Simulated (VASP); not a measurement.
Crystal: Zr.

```
CELL_PARAMETERS angstrom
3.23200 0.00000 0.00000
-1.61600 2.79899 0.00000
0.00000 0.00000 5.14700
ATOMIC_POSITIONS crystal
Zr 0.33333 0.66667 0.25000
Zr 0.66667 0.33333 0.75000
```

| Quantity | Value |
| --- | --- |
| Program | VASP 6.6.1 |
| Task | relaxation of cell and atoms |
| Functional | PBEsol |
| Potentials or basis | VASP PAW PBE potentials, release 64 (Zr_sv) |
| Cutoff | 600 eV |
| k mesh | 8 × 8 × 5 |
| Occupations | gaussian, width 0.1 eV |
| Spin | no spin polarisation |

At the start: pressure -3.1 GPa; volume 23.28 Å³/atom.

Q: Where does the relaxation end?

A: Over 5 steps the energy falls by 8.5 meV/atom and the volume is 22.51 Å³/atom (-3.3 %); space group P6_3/mmc (No. 194, to 0.05 Å).

The path:
```tsv
step	energy change (eV)	largest force (eV/Å)	pressure (GPa)	volume (Å³)
1	0.0000	0.0000	-3.11	46.56
2	-0.0010	0.0000	3.48	43.58
3	-0.0159	0.0000	0.07	45.02
4	-0.0168	0.0000	0.01	45.03
5	-0.0170	0.0000	-0.02	45.03
```

Final structure:
```
CELL_PARAMETERS angstrom
3.18035 0.00000 0.00000
-1.59018 2.75426 0.00000
0.00000 0.00000 5.14037
ATOMIC_POSITIONS crystal
Zr 0.33333 0.66667 0.25000
Zr 0.66667 0.33333 0.75000
```

Caveat: the PAW data sets were made with another functional, which shifts forces and pressure a little.
